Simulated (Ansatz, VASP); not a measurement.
Zn: VASP beside Ansatz

```
CELL_PARAMETERS angstrom
0.00000 2.84670 2.84670
2.84670 0.00000 2.84670
2.84670 2.84670 0.00000
ATOMIC_POSITIONS crystal
Zn 0.12500 0.12500 0.12500
Zn 0.87500 0.87500 0.87500
```

Alike in both runs: task single point; functional LDA; k mesh 11 × 11 × 11; occupations fermi-dirac, width 0.1 eV; no spin polarisation.

|  | VASP | Ansatz |
| --- | --- | --- |
| version | VASP 6.6.1 | Ansatz 0.2.0 |
| potentials or method | VASP PAW LDA potentials, release 64 (Zn), cutoff 520 eV | plane waves (420 eV) with PAW, scalar-relativistic |
| valence electrons in the cell | 24 | 24 |

VASP gave:

```
pressure (GPa) : -2.4
```

Q: Estimate Ansatz's values.

A: Pressure (GPa): -2.6.

Ansatz warns that its potentials were made for another functional, while VASP's fit it. LDA's correlation is that of Perdew and Zunger in VASP and of Perdew and Wang (1992) in Ansatz.
